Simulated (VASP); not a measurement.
# Fe in VASP: a series of runs

Fe is run at these levels: LDA; tasks: single point, relaxation of volume and atoms at fixed shape.

Everything below comes from runs of VASP 6.6.1. Logs are shortened: lines on timing, memory, paths and dates and some standing lists are left out, and cuts for length are marked.

### Step 1. The cell of the first run

It takes space group Im-3m (No. 229, cubic). The conventional cell has a = 2.752 Å, b = 2.752 Å, c = 2.752 Å, α = 90.00°, β = 90.00°, γ = 90.00°. Within 3.1 Å of Fe (site symmetry m-3m) lie 14 Fe at 2.38 to 2.75 Å.

### Step 2. Single point, LDA, collinear spin, ferromagnetic start

Input file INCAR:

```
SYSTEM = Fe
ALGO = Normal
EDIFF = 1E-6
ENCUT = 520
ISIF = 2
ISMEAR = 1
ISPIN = 2
LASPH = .True.
LCHARG = .False.
LMAXMIX = 4
LORBIT = 11
LREAL = .False.
LWAVE = .False.
MAGMOM = 2.4 2.4
NBANDS = 19
NELM = 150
PREC = Accurate
SIGMA = 0.1
```

Input file KPOINTS:

```
k-points
0
Gamma
  18 18 18
  0 0 0
```

Input file POSCAR:

```
Fe
1.0
    2.7518503831      0.0000000000      0.0000000000
    0.0000000000      2.7518503831      0.0000000000
    0.0000000000      0.0000000000      2.7518503831
Fe
2
Direct
    0.0000000000      0.0000000000      0.0000000000
    0.5000000000      0.5000000000      0.5000000000
```

Potentials or basis: VASP PAW LDA potentials, release 64 (Fe).

The run is started by

```console
$ cat potpaw_LDA.64/Fe/POTCAR > POTCAR
$ mpirun -np 1 vasp_std > vasp.out
```

OUTCAR:

```text
SYSTEM = Fe
   EDIFF = 1E-6
   ENCUT = 520
   ISIF = 2
   ISMEAR = 1
   ISPIN = 2
   LASPH = .True.
   LORBIT = 11
   LREAL = .False.
   NELM = 150
   PREC = Accurate

 ion  position               nearest neighbor table
   1  0.000  0.000  0.000-   2 2.38   2 2.38   2 2.38   2 2.38   2 2.38   2 2.38   2 2.38   2 2.38

   2  0.500  0.500  0.500-   1 2.38   1 2.38   1 2.38   1 2.38   1 2.38   1 2.38   1 2.38   1 2.38

  LATTYP: Found a simple cubic cell.
 ALAT       =     2.7518503831

  Lattice vectors:

 A1 = (   2.7518503831,   0.0000000000,   0.0000000000)
 A2 = (   0.0000000000,   2.7518503831,   0.0000000000)
 A3 = (   0.0000000000,   0.0000000000,   2.7518503831)

Analysis of symmetry for initial positions (statically):
=====================================================================
 Subroutine PRICEL returns following result:

  LATTYP: Found a body centered cubic cell.
 ALAT       =     2.7518503831

  Lattice vectors:

 A1 = (   1.3759251915,   1.3759251916,  -1.3759251915)
 A2 = (  -1.3759251915,   1.3759251915,   1.3759251915)
 A3 = (   1.3759251915,  -1.3759251915,   1.3759251916)

   2 primitive cells build up your supercell.

 Routine SETGRP: Setting up the symmetry group for a
 simple cubic supercell.

 Subroutine GETGRP returns: Found 48 space group operations
 (whereof 48 operations were pure point group operations)
 out of a pool of 48 trial point group operations.

The static configuration has the point symmetry O_h .

Analysis of symmetry for dynamics (positions and initial velocities):
=====================================================================
 Subroutine PRICEL returns following result:

  LATTYP: Found a body centered cubic cell.
 ALAT       =     2.7518503831

  Lattice vectors:

 A1 = (   1.3759251915,   1.3759251916,  -1.3759251915)
 A2 = (  -1.3759251915,   1.3759251915,   1.3759251915)
 A3 = (   1.3759251915,  -1.3759251915,   1.3759251916)

   2 primitive cells build up your supercell.

 Routine SETGRP: Setting up the symmetry group for a
 simple cubic supercell.

 Subroutine GETGRP returns: Found 48 space group operations
 (whereof 48 operations were pure point group operations)
 out of a pool of 48 trial point group operations.

The dynamic configuration has the point symmetry O_h .

Analysis of structural, dynamic, and magnetic symmetry:
=====================================================================
 Subroutine PRICEL returns following result:

  LATTYP: Found a body centered cubic cell.
 ALAT       =     2.7518503831

  Lattice vectors:

 A1 = (   1.3759251915,   1.3759251916,  -1.3759251915)
 A2 = (  -1.3759251915,   1.3759251915,   1.3759251915)
 A3 = (   1.3759251915,  -1.3759251915,   1.3759251916)

   2 primitive cells build up your supercell.

 Routine SETGRP: Setting up the symmetry group for a
 simple cubic supercell.

 Subroutine GETGRP returns: Found 48 space group operations
 (whereof 48 operations were pure point group operations)
 out of a pool of 48 trial point group operations.

The overall configuration has the point symmetry O_h .

 Subroutine INISYM returns: Found 48 space group operations
 (whereof 48 operations are pure point group operations),
 and found     2 'primitive' translations

----------------------------------------------------------------------------------------

                                     Primitive cell

  volume of cell :      10.4194

  direct lattice vectors                    reciprocal lattice vectors
     1.375925192  1.375925192 -1.375925192     0.363391849  0.363391849  0.000000000
    -1.375925192  1.375925192  1.375925192    -0.000000000  0.363391849  0.363391849
     1.375925192 -1.375925192  1.375925192     0.363391849  0.000000000  0.363391849

  length of vectors
     2.383172339  2.383172339  2.383172339     0.513913682  0.513913682  0.513913682

  position of ions in fractional coordinates (direct lattice)
     0.000000000  0.000000000  0.000000000

  ion indices of the primitive-cell ions
   primitive index   ion index
                 1           1

----------------------------------------------------------------------------------------

 KPOINTS: k-points

Automatic generation of k-mesh.
 Grid dimensions read from file:
 generate k-points for:   18   18   18

 Generating k-lattice:

  Cartesian coordinates                     Fractional coordinates (reciprocal lattice)
     0.020188436  0.000000000  0.000000000     0.055555556  0.000000000  0.000000000
     0.000000000  0.020188436  0.000000000     0.000000000  0.055555556  0.000000000
     0.000000000  0.000000000  0.020188436     0.000000000  0.000000000  0.055555556

  Length of vectors
     0.020188436  0.020188436  0.020188436

  Shift w.r.t. Gamma in fractional coordinates (k-lattice)
     0.000000000  0.000000000  0.000000000

 Subroutine IBZKPT returns following result:
 ===========================================

 Found    220 irreducible k-points:

 Following reciprocal coordinates:
            Coordinates               Weight
  0.000000  0.000000  0.000000      1.000000
  0.055556  0.000000  0.000000      6.000000
  0.111111  0.000000  0.000000      6.000000
  0.166667  0.000000  0.000000      6.000000
  0.222222  0.000000  0.000000      6.000000
  0.277778  0.000000  0.000000      6.000000
[... 16 lines left out ...]
  0.277778  0.111111  0.000000     24.000000
  0.333333  0.111111  0.000000     24.000000
 [... further k-points ...]
   k-points           NKPTS =    220   k-points in BZ     NKDIM =    220   number of bands    NBANDS=     19
   number of dos      NEDOS =    301   number of ions     NIONS =      2
   total plane-waves  NPLWV =   8000
   dimension x,y,z NGX =    20 NGY =   20 NGZ =   20
   dimension x,y,z NGXF=    40 NGYF=   40 NGZF=   40
   ions per type =               2
   NGX,Y,Z   is equivalent  to a cutoff of  12.08, 12.08, 12.08 a.u.
   NGXF,Y,Z  is equivalent  to a cutoff of  24.16, 24.16, 24.16 a.u.
 SYSTEM =  Fe
   PREC   = accura    normal or accurate (medium, high low for compatibility)
   ISTART =      0    job   : 0-new  1-cont  2-samecut
   ICHARG =      2    charge: 1-file 2-atom 10-const
   ISPIN  =      2    spin polarized calculation?
   LNONCOLLINEAR =      F non collinear calculations
   LSORBIT =      F    spin-orbit coupling
   LASPH  =      T    aspherical Exc in radial PAW
   ENCUT  =  520.0 eV  38.22 Ry    6.18 a.u.   5.12  5.12  5.12*2*pi/ulx,y,z
   NELM   =    150;   NELMIN=  2; NELMDL= -5     # of ELM steps
   EDIFF  = 0.1E-05   stopping-criterion for ELM
   LREAL  =      F    real-space projection
   EDIFFG = 0.1E-04   stopping-criterion for IOM
   NSW    =      0    number of steps for IOM
   IBRION =     -1    ionic relax: 0-MD 1-quasi-New 2-CG
   NFREE  =      0    steps in history (QN), initial steepest desc. (CG)
   ISIF   =      2    stress and relaxation
   ISYM   =      2    0-nonsym 1-usesym 2-fastsym
   POTIM  = 0.5000    time-step for ionic-motion
   TEBEG  =    0.0;   TEEND  =   0.0 temperature during run
   PSTRESS=    0.0 pullay stress
   NELECT =      16.0000    total number of electrons
   NUPDOWN=      -1.0000    fix difference up-down
   EMIN   =  10.00;   EMAX   =-10.00  energy-range for DOS
   EFERMI =   0.00;   METHOD = LEGACY
   ISMEAR =     1;   SIGMA  =   0.10  broadening in eV -4-tet -1-fermi 0-gaus
   EFERMI_NEDOS =   21; number of points for ismear=-14 and -15
   IALGO  =     38    algorithm
   IMIX   =      4    mixing-type and parameters
     AMIX     =   0.40;   BMIX     =  1.00
     AMIX_MAG =   1.60;   BMIX_MAG =  1.00
  volume/ion in A,a.u.               =      10.42        70.31
  Fermi-wavevector in a.u.,A,eV,Ry     =   1.499075  2.832841 30.575361  2.247226
  Thomas-Fermi vector in A             =   2.610752
   LORBIT       =     11    0 simple, 1 ext, 2 COOP (PROOUT), +10 PAW based schemes
   GGA     = CA    functional components
   LHFCALC =     F    Hartree Fock is set to
   AEXX    =    0.0000 exact exchange contribution
   IVDW    =     0    specifies the selected vdW correction
   LEPSILON=     F    determine dielectric tensor
   LRPA    =     F    only Hartree local field effects (RPA)
 spin polarized calculation
 Methfessel and Paxton  Order N= 1 SIGMA  =   0.10
  energy-cutoff  :      520.00
  volume of cell :       20.84
 maximum number of plane-waves:       587
   NGX = 11   NGY = 11   NGZ = 11

 number of electron      15.9999965 magnetization       3.9333156

 Free energy of the ion-electron system (eV)
  ---------------------------------------------------
  ext. energy  EPLUGINS =         0.00000000
  ---------------------------------------------------
  free energy    TOTEN  =       -18.44675010 eV

  energy without entropy =      -18.44611977  energy(sigma->0) =      -18.44653999

 E-fermi :   6.6833     XC(G=0): -13.9120

 val. band max:        6.6787879138   @ k =   0.2222   0.1667   0.0556
 cond. band min:       6.6869123463   @ k =   0.3333   0.2222   0.1667
 fundamental gap:      0.0081244325
 Fermi energy:         6.6833189721

 spin component 1

 k-point     1 :       0.0000    0.0000    0.0000
  band No.  band energies     occupation
      1      -2.3984      1.00000
      2       1.3258      1.00000
      3       1.3258      1.00000
      4       4.1895      1.00000
      5       4.1895      1.00000
      6       4.1895      1.00000
[... 505 lines left out ...]
      6       4.9601      1.00000
[... 11 lines left out ...]
     18      28.3946      0.00000
     19      29.0042      0.00000

 [... further k-points ...]

 spin component 2

 k-point     1 :       0.0000    0.0000    0.0000
  band No.  band energies     occupation
      1      -2.0213      1.00000
      2       2.7679      1.00000
      3       2.7679      1.00000
      4       5.7866      1.00000
      5       5.7866      1.00000
      6       5.7866      1.00000
[... 505 lines left out ...]
      6       6.5912      1.01497
[... 11 lines left out ...]
     18      28.8932      0.00000
     19      29.6789      0.00000

 [... further k-points ...]

------------------------ aborting loop because EDIFF is reached ----------------------------------------

  FORCE on cell =-STRESS in cart. coord.  units (eV):
  Direction    XX          YY          ZZ          XY          YZ          ZX
  --------------------------------------------------------------------------------------
  -------------------------------------------------------------------------------------
  Total       -0.1674126     -0.1674126     -0.1674126     -0.0000000     -0.0000000      0.0000000
  in kB      -12.8713541    -12.8713541    -12.8713541     -0.0000000     -0.0000000      0.0000000
  external PRESSURE =     -12.8713541 kB  Pullay stress =       0.0000000 kB

 VOLUME and BASIS-vectors are now :
 -----------------------------------------------------------------------------
  energy-cutoff  :      520.00
  volume of cell :       20.84
      direct lattice vectors                 reciprocal lattice vectors
     2.751850383  0.000000000  0.000000000     0.363391849  0.000000000  0.000000000
     0.000000000  2.751850383  0.000000000     0.000000000  0.363391849  0.000000000
     0.000000000  0.000000000  2.751850383     0.000000000  0.000000000  0.363391849

 POSITION                                       TOTAL-FORCE (eV/Angst)
 -----------------------------------------------------------------------------------
      0.00000      0.00000      0.00000        -0.000000     -0.000000      0.000000
      1.37593      1.37593      1.37593         0.000000      0.000000      0.000000
 -----------------------------------------------------------------------------------
    total drift:                               -0.000000      0.000000     -0.000000

  FREE ENERGIE OF THE ION-ELECTRON SYSTEM (eV)
  ---------------------------------------------------
  free  energy   TOTEN  =       -18.4467501044 eV

  energy  without entropy=      -18.4461197681  energy(sigma->0) =      -18.44653999

 total charge

# of ion       s       p       d       tot
------------------------------------------
    1        0.526   0.616   6.330   7.472
    2        0.526   0.616   6.330   7.472
--------------------------------------------------
tot          1.052   1.231  12.660  14.943

 magnetization (x)

# of ion       s       p       d       tot
------------------------------------------
    1       -0.009  -0.033   1.975   1.934
    2       -0.009  -0.033   1.975   1.934
--------------------------------------------------
tot         -0.018  -0.065   3.951   3.867
```

Wall time 56 s (1 thread of Intel Xeon 6975P-C (Granite Rapids), shared host); peak memory 0.22 GiB.

Results:

```yaml
Free_energy: -18.4468 eV
Pressure: -1.3 GPa
Net_moment: 3.93 μB per cell
Site_moments: Fe +1.93 μB
Valence_electrons_inside_the_program's_atomic_spheres: Fe 7.47
```

Levels at points of the mesh, in eV from the Fermi level:
Spin up:
```csv
k point,band 6,band 7,band 8,band 9,band 10,band 11,band 12,band 13,band 14,band 15
"(0.00, 0.00, 0.00)",-2.49,-0.95,-0.95,0.31,0.31,0.31,10.38,10.38,10.38,16.56
"(0.50, 0.00, 0.00)",-2.00,-2.00,-2.00,-1.13,-1.13,0.47,0.47,18.10,18.10,18.10
"(0.50, 0.50, 0.00)",-0.91,-0.72,-0.72,0.36,0.36,0.62,0.62,8.14,8.14,18.94
"(0.50, 0.50, 0.50)",-3.58,-0.67,-0.67,-0.67,-0.67,9.19,9.19,9.19,9.19,9.19
```
Spin down:
| k point | band 4 | band 5 | band 6 | band 7 | band 8 | band 9 |
| --- | --- | --- | --- | --- | --- | --- |
| (0.00, 0.00, 0.00) | -0.90 | -0.90 | -0.90 | 1.16 | 1.16 | 2.13 |
| (0.50, 0.00, 0.00) | -1.49 | -0.44 | -0.44 | -0.44 | -0.44 | 0.57 |
| (0.50, 0.50, 0.00) | -2.31 | 0.74 | 0.74 | 1.08 | 1.08 | 1.45 |
| (0.50, 0.50, 0.50) | -2.35 | -2.35 | -2.35 | 1.50 | 1.50 | 1.50 |

### Step 3. Single point, LDA, collinear spin, ferromagnetic start

This run uses another cell than the first one, of 10.33 Å³/atom, 0.991 times its volume.

Input file INCAR:

```
PREC = Accurate ; ENCUT = 520
EDIFF = 1E-6 ; ISMEAR = 1
SIGMA = 0.1 ; LREAL = F
LASPH = T ; NELM = 150
ALGO = Fast ; ISIF = 2
LWAVE = F ; LCHARG = F
ISPIN = 2 ; MAGMOM = 2.4 2.4
LORBIT = 11 ; LMAXMIX = 4
GGA = CA ; NBANDS = 19
```

Input file KPOINTS:

```
regular mesh
0
Gamma
  18 18 18
```

Input file POSCAR:

```
Fe
1.0
    2.7243318793      0.0000000000      0.0000000000
    0.0000000000      2.7243318793      0.0000000000
    0.0000000000      0.0000000000      2.7833185606
Fe
2
Direct
    0.0000000000      0.0000000000      0.0000000000
    0.5000000000      0.5000000000      0.5000000000
```

Potentials or basis: VASP PAW LDA potentials, release 64 (Fe).

The run is started by

```console
$ cat potpaw_LDA.64/Fe/POTCAR > POTCAR
$ mpirun -np 1 vasp_std > vasp.out
```

Run time: 2.3 min. Hardware: 1 thread of Intel Xeon 6975P-C (Granite Rapids), shared host; peak memory 0.37 GiB.

It converged, with:

| Quantity | Value |
| --- | --- |
| Free energy | -18.4442 eV |
| Pressure | 0.8 GPa |
| Net moment | 3.90 μB per cell |
| Site moments | Fe +1.92 μB |
| Valence electrons inside the program's atomic spheres | Fe 7.49 |

Stress tensor (GPa, compression positive):
```
 1.85  0.00  0.00
 0.00  1.85  0.00
 0.00  0.00 -1.26
```

Levels at points of the mesh, in eV from the Fermi level:
Spin up:
```tsv
k point	band 7	band 8	band 9	band 10	band 11	band 12	band 13	band 14
(0.00, 0.00, 0.00)	-1.02	-0.89	0.29	0.34	0.34	9.87	10.74	10.74
(0.50, 0.00, 0.00)	-1.99	-1.99	-1.15	-1.15	0.58	0.58	17.78	17.78
(0.50, 0.50, 0.00)	-0.66	-0.66	0.49	0.49	0.66	0.66	8.38	8.38
(0.00, 0.00, 0.50)	-1.96	-1.96	-1.11	-1.11	0.31	0.31	18.30	18.30
(0.50, 0.00, 0.50)	-0.71	-0.71	0.29	0.29	0.63	0.63	8.14	8.14
(0.50, 0.50, 0.50)	-0.72	-0.72	-0.62	-0.62	9.21	9.21	9.21	9.21
```
Spin down:
| k point | band 2 | band 3 | band 4 | band 5 | band 6 | band 7 | band 8 | band 9 | band 10 | band 11 |
| --- | --- | --- | --- | --- | --- | --- | --- | --- | --- | --- |
| (0.00, 0.00, 0.00) | -4.02 | -3.96 | -0.99 | -0.99 | -0.82 | 1.05 | 1.23 | 2.11 | 2.14 | 2.14 |
| (0.50, 0.00, 0.00) | -4.38 | -1.52 | -1.52 | -0.57 | -0.57 | -0.43 | -0.43 | 0.53 | 0.53 | 2.40 |
| (0.50, 0.50, 0.00) | -4.40 | -2.50 | -2.50 | 0.87 | 0.87 | 1.18 | 1.18 | 1.48 | 1.48 | 2.49 |
| (0.00, 0.00, 0.50) | -4.53 | -1.59 | -1.59 | -0.41 | -0.41 | -0.41 | -0.41 | 0.59 | 0.59 | 2.15 |
| (0.50, 0.00, 0.50) | -4.40 | -2.30 | -2.30 | 0.67 | 0.67 | 0.98 | 0.98 | 1.43 | 1.43 | 2.47 |
| (0.50, 0.50, 0.50) | -2.45 | -2.37 | -2.37 | -2.37 | -2.37 | 1.45 | 1.45 | 1.53 | 1.53 | 10.15 |

(Part 1 of 2 ends here.)
